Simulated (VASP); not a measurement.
# GaMo (P6/mmm) in VASP: single point with PBE

Aim: the single point of GaMo with PBE.

Everything below comes from runs of VASP 6.6.1. Logs are shortened: lines on timing, memory, paths and dates and some standing lists are left out, and cuts for length are marked.

### Step 1. The cell of the first run

Symmetry: P6/mmm, No. 191, hexagonal system. The conventional cell has a = 2.784 Å, b = 2.784 Å, c = 5.223 Å, α = 90.00°, β = 90.00°, γ = 120.00°. Ga (site symmetry 6/mmm) has 2 Mo at 2.61 Å and 6 Ga at 2.78 Å within 3.4 Å. Within 3.4 Å of Mo (site symmetry 6/mmm) lie 2 Ga at 2.61 Å and 6 Mo at 2.78 Å.

### Step 2. Single point, PBE

Input file INCAR:

```
  PREC = Accurate
  ENCUT = 520
  EDIFF = 1E-7
  ISMEAR = 0
  SIGMA = 0.2
  LREAL = F
  LASPH = T
  NELM = 80
  ALGO = Normal
  ISIF = 2
  LWAVE = F
  LCHARG = T
  GGA = PE
  LELF = T
  LVHAR = T
  NBANDS = 20
```

Input file KPOINTS:

```
regular mesh
0
Gamma
  7 7 4
```

Input file POSCAR:

```
GaMo
1.0
    2.7835625316      0.0000000026      0.0000000000
   -1.3917812681      2.4106358641      0.0000000000
    0.0000000000      0.0000000000      5.2231536690
Ga Mo
1 1
Direct
    0.0000000000      0.0000000000      0.0000000000
    0.0000000000      0.0000000000      0.5000000000
```

Potentials or basis: VASP PAW PBE potentials, release 64 (Ga_d, Mo_sv).

Command:

```sh
$ cat potpaw_PBE.64/Ga_d/POTCAR potpaw_PBE.64/Mo_sv/POTCAR > POTCAR
$ mpirun -np 1 vasp_std > vasp.out
```

OUTCAR:

```text
PREC = Accurate
   ENCUT = 520
   EDIFF = 1E-7
   ISMEAR = 0
   LREAL = F
   LASPH = T
   NELM = 80
   ISIF = 2
   GGA = PE

 ion  position               nearest neighbor table
   1  0.000  0.000  0.000-   2 2.61   2 2.61
   2  0.000  0.000  0.500-   1 2.61   1 2.61

  LATTYP: Found a hexagonal cell.
 ALAT       =     2.7835625316
 C/A-ratio  =     1.8764276389

  Lattice vectors:

 A1 = (   2.7835625316,   0.0000000026,   0.0000000000)
 A2 = (  -1.3917812681,   2.4106358641,   0.0000000000)
 A3 = (   0.0000000000,   0.0000000000,   5.2231536690)

Analysis of symmetry for initial positions (statically):
=====================================================================
 Subroutine PRICEL returns:
 Original cell was already a primitive cell.

 Routine SETGRP: Setting up the symmetry group for a
 hexagonal supercell.

 Subroutine GETGRP returns: Found 24 space group operations
 (whereof 24 operations were pure point group operations)
 out of a pool of 24 trial point group operations.

The static configuration has the point symmetry D_6h.

Analysis of symmetry for dynamics (positions and initial velocities):
=====================================================================
 Subroutine PRICEL returns:
 Original cell was already a primitive cell.

 Routine SETGRP: Setting up the symmetry group for a
 hexagonal supercell.

 Subroutine GETGRP returns: Found 24 space group operations
 (whereof 24 operations were pure point group operations)
 out of a pool of 24 trial point group operations.

The dynamic configuration has the point symmetry D_6h.

 Subroutine INISYM returns: Found 24 space group operations
 (whereof 24 operations are pure point group operations),
 and found     1 'primitive' translations

----------------------------------------------------------------------------------------

                                     Primitive cell

  volume of cell :      35.0482

  direct lattice vectors                    reciprocal lattice vectors
     2.783562532  0.000000003  0.000000000     0.359251854  0.207414155  0.000000000
    -1.391781268  2.410635864  0.000000000    -0.000000000  0.414828309  0.000000000
     0.000000000  0.000000000  5.223153669     0.000000000  0.000000000  0.191455213

  length of vectors
     2.783562532  2.783562532  5.223153669     0.414828309  0.414828309  0.191455213

[... 74 lines left out ...]
   LNONCOLLINEAR =      F non collinear calculations
   LSORBIT =      F    spin-orbit coupling
   LASPH  =      T    aspherical Exc in radial PAW
   ENCUT  =  520.0 eV  38.22 Ry    6.18 a.u.   5.18  5.18  9.71*2*pi/ulx,y,z
   NELM   =     80;   NELMIN=  2; NELMDL= -5     # of ELM steps
   EDIFF  = 0.1E-06   stopping-criterion for ELM
   LREAL  =      F    real-space projection
   EDIFFG = 0.1E-05   stopping-criterion for IOM
   NSW    =      0    number of steps for IOM
   IBRION =     -1    ionic relax: 0-MD 1-quasi-New 2-CG
   NFREE  =      0    steps in history (QN), initial steepest desc. (CG)
   ISIF   =      2    stress and relaxation
   ISYM   =      2    0-nonsym 1-usesym 2-fastsym
   POTIM  = 0.5000    time-step for ionic-motion
   TEBEG  =    0.0;   TEEND  =   0.0 temperature during run
   PSTRESS=    0.0 pullay stress
   NELECT =      27.0000    total number of electrons
   NUPDOWN=      -1.0000    fix difference up-down
   EMIN   =  10.00;   EMAX   =-10.00  energy-range for DOS
   EFERMI =   0.00;   METHOD = LEGACY
   ISMEAR =     0;   SIGMA  =   0.20  broadening in eV -4-tet -1-fermi 0-gaus
   EFERMI_NEDOS =   21; number of points for ismear=-14 and -15
   IALGO  =     38    algorithm
   IMIX   =      4    mixing-type and parameters
     AMIX     =   0.40;   BMIX     =  1.00
     AMIX_MAG =   1.60;   BMIX_MAG =  1.00
  volume/ion in A,a.u.               =      17.52       118.26
  Fermi-wavevector in a.u.,A,eV,Ry     =   1.500747  2.836001 30.643626  2.252243
  Thomas-Fermi vector in A             =   2.612208
   LORBIT       =      0    0 simple, 1 ext, 2 COOP (PROOUT), +10 PAW based schemes
   GGA     = PE    functional components
   LHFCALC =     F    Hartree Fock is set to
   AEXX    =    0.0000 exact exchange contribution
   IVDW    =     0    specifies the selected vdW correction
   LEPSILON=     F    determine dielectric tensor
   LRPA    =     F    only Hartree local field effects (RPA)
 non-spin polarized calculation
 Gauss-broadening in eV      SIGMA  =   0.20
  energy-cutoff  :      520.00
  volume of cell :       35.05
 maximum number of plane-waves:       957
 NGX is ok and might be reduce to    24
   NGX = 11   NGY = 11   NGZ = 19

 number of electron      26.9999989 magnetization

 Free energy of the ion-electron system (eV)
  ---------------------------------------------------
  ext. energy  EPLUGINS =         0.00000000
  ---------------------------------------------------
  free energy    TOTEN  =       -12.57823848 eV

  energy without entropy =      -12.54256189  energy(sigma->0) =      -12.56040018

 E-fermi :   8.3101     XC(G=0): -12.0224

 val. band max:        8.3003939709   @ k =   0.4286  -0.0000   0.2500
 cond. band min:       8.5481926386   @ k =   0.1429   0.1429   0.2500
 fundamental gap:      0.2477986677
 Fermi energy:         8.3100967333

 k-point     1 :       0.0000    0.0000    0.0000
  band No.  band energies     occupation
      1     -52.5004      2.00000
      2     -26.7201      2.00000
      3     -25.8893      2.00000
      4     -25.8893      2.00000
      5      -6.7091      2.00000
      6      -6.6198      2.00000
[... 541 lines left out ...]
     19      16.0336      0.00000
     20      17.2386      0.00000

------------------------ aborting loop because EDIFF is reached ----------------------------------------

  FORCE on cell =-STRESS in cart. coord.  units (eV):
  Direction    XX          YY          ZZ          XY          YZ          ZX
  --------------------------------------------------------------------------------------
  -------------------------------------------------------------------------------------
  Total        0.1146756      0.1146756      0.1659233     -0.0000000      0.0000000      0.0000000
  in kB        5.2422321      5.2422321      7.5849478     -0.0000000      0.0000000      0.0000000
  external PRESSURE =       6.0231373 kB  Pullay stress =       0.0000000 kB

 VOLUME and BASIS-vectors are now :
 -----------------------------------------------------------------------------
  energy-cutoff  :      520.00
  volume of cell :       35.05
      direct lattice vectors                 reciprocal lattice vectors
     2.783562532  0.000000003  0.000000000     0.359251854  0.207414155  0.000000000
    -1.391781268  2.410635864  0.000000000    -0.000000000  0.414828309  0.000000000
     0.000000000  0.000000000  5.223153669     0.000000000  0.000000000  0.191455213

 POSITION                                       TOTAL-FORCE (eV/Angst)
 -----------------------------------------------------------------------------------
      0.00000      0.00000      0.00000        -0.000000      0.000000      0.000000
      0.00000      0.00000      2.61158         0.000000      0.000000      0.000000
 -----------------------------------------------------------------------------------
    total drift:                                0.000000      0.000000      0.000000

  FREE ENERGIE OF THE ION-ELECTRON SYSTEM (eV)
  ---------------------------------------------------
  free  energy   TOTEN  =       -12.5782384830 eV

  energy  without entropy=      -12.5425618851  energy(sigma->0) =      -12.56040018
```

OSZICAR:

```text
N       E                     dE             d eps       ncg     rms          rms(c)
DAV:   1     0.220202311301E+03    0.22020E+03   -0.15416E+04  1116   0.215E+03
DAV:   2     0.190006641317E+00   -0.22001E+03   -0.21411E+03  1012   0.475E+02
DAV:   3    -0.129149528378E+02   -0.13105E+02   -0.12727E+02  1104   0.101E+02
DAV:   4    -0.131429610472E+02   -0.22801E+00   -0.22769E+00  1132   0.139E+01
DAV:   5    -0.131466152253E+02   -0.36542E-02   -0.36540E-02  1124   0.178E+00    0.104E+01
DAV:   6    -0.126747559437E+02    0.47186E+00   -0.12882E+00  1052   0.899E+00    0.270E+00
DAV:   7    -0.125956688227E+02    0.79087E-01   -0.35548E-01  1152   0.361E+00    0.135E+00
DAV:   8    -0.125796415148E+02    0.16027E-01   -0.65100E-02  1068   0.179E+00    0.551E-01
DAV:   9    -0.125782758707E+02    0.13656E-02   -0.56547E-03  1084   0.671E-01    0.119E-01
DAV:  10    -0.125782418860E+02    0.33985E-04   -0.52324E-04  1164   0.164E-01    0.260E-02
DAV:  11    -0.125782378134E+02    0.40726E-05   -0.29333E-05  1200   0.701E-02    0.139E-02
DAV:  12    -0.125782385671E+02   -0.75371E-06   -0.28505E-06  1056   0.135E-02    0.220E-03
DAV:  13    -0.125782384830E+02    0.84021E-07   -0.39625E-07   984   0.538E-03
   1 F= -.12578238E+02 E0= -.12560400E+02  d E =-.356766E-01
```

stdout:

```text
POSCAR found type information on POSCAR GaMo
 POSCAR found :  2 types and       2 ions
 scaLAPACK will be used
 LDA part: xc-table for (Slater+PW92), standard interpolation
 POSCAR, INCAR and KPOINTS ok, starting setup
 FFT: planning ... GRIDC
 FFT: planning ... GRID_SOFT
 FFT: planning ... GRID
 WAVECAR not read
 entering main loop
```

Run time: 17 s. Hardware: 1 thread of Intel Xeon Platinum 8375C at 2.90GHz (Ice Lake), shared host; peak memory 0.17 GiB.

What came out:

```
Free energy : -12.5782 eV
Pressure    : 0.6 GPa
```

Levels at points of the mesh, in eV from the Fermi level:
```
           k point  band 11  band 12  band 13  band 14  band 15  band 16  band 17  band 18
(0.00, 0.00, 0.00)    -4.25    -2.72    -0.25    -0.25     1.62     2.31     2.31    11.90
(0.00, 0.00, 0.50)    -5.76    -3.44    -0.25    -0.25     2.23     2.23     5.47     9.14
```

Caveat: the k points lie up to 0.37 Å⁻¹ apart.
